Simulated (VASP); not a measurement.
Runs of VASP 6.6.1 on BeTe. Symmetry: F-43m, No. 216, cubic system. Conventional cell: a = 5.657 Å, b = 5.657 Å, c = 5.657 Å, α = 90.00°, β = 90.00°, γ = 90.00°. Be (site symmetry -43m) has 4 Te at 2.45 Å within 3.2 Å. Within 3.2 Å of Te (site symmetry -43m) lie 4 Be at 2.45 Å. 

```csv
task,level,potentials or basis,k mesh,cutoff (eV),GW scheme,GW iterations,cutoff of the response function,frequency points,empty bands,gap on the mesh (eV),pressure (GPa)
single point,HSE06,"VASP PAW PBE potentials, release 64 (Be, Te)",4 × 4 × 4,520,-,-,-,-,-,2.69,(b)
single point,LDA,"VASP PAW LDA potentials, release 64 (Be, Te)",4 × 4 × 4,520,-,-,-,-,-,1.88,-2.5
single point,PBE,"VASP PAW PBE potentials, release 64 (Be, Te)",4 × 4 × 4,520,-,-,-,-,-,2.00,0.8
single point,r2SCAN,"VASP PAW PBE potentials, release 64 (Be, Te)",4 × 4 × 4,520,-,-,-,-,-,2.36,0.6
single point,PBE,"VASP PAW PBE potentials, release 64 (Be, Te)",6 × 6 × 6,520,-,-,-,-,-,(a),0.4
```

Alike in all rows: no spin polarisation; cell a = 4.000 Å, angles 60.0°, 2 atoms; smearing gaussian 0.01 eV.

Estimate the missing entries.

(a) 2.01; (b) -0.5.

Caveats: some runs use coarse meshes; spin-orbit coupling is left out, which moves the levels of the heavy elements; the PAW data sets were made with another functional, which shifts forces and pressure a little (some runs).

A k mesh can miss the band edges, and the runs leave out spin-orbit coupling on Te.
